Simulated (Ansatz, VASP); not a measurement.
## SiC: VASP beside Ansatz

```
Si C
1.0
     0.00000    2.23366    2.32125
     2.01467    0.00000    2.32125
     2.01467    2.23366    0.00000
Si C
1 1
Direct
  0.00000 0.00000 0.00000
  0.75000 0.75000 0.75000
```

Change from the starting cell: strain +e along x and -e along y -0.0700, strain +e along z and -e/2 along x and y +0.0200.

Alike in both runs: task single point; functional PBE; k mesh 10 × 10 × 10; occupations gaussian, width 0.05 eV; no spin polarisation.

|  | VASP | Ansatz |
| --- | --- | --- |
| version | VASP 6.6.1 | Ansatz 0.2.0 |
| potentials or method | VASP PAW PBE potentials, release 64 (Si, C), cutoff 600 eV | scalar-relativistic, plane waves, PAW |
| valence electrons in the cell | 8 | 8 |

|  | VASP | Ansatz | Ansatz less VASP |
| --- | --- | --- | --- |
| gap on the k mesh at the Fermi level (eV) | 0.25 | 0.26 | +0.002 |
| least direct gap on the mesh (eV) | 4.41 | 4.42 | +0.003 |
| pressure (GPa) | -0.3 | -0.1 | +0.17 |
| traceless stress, the component that is largest in VASP (GPa) | 16.62 | 16.56 | -0.053 |
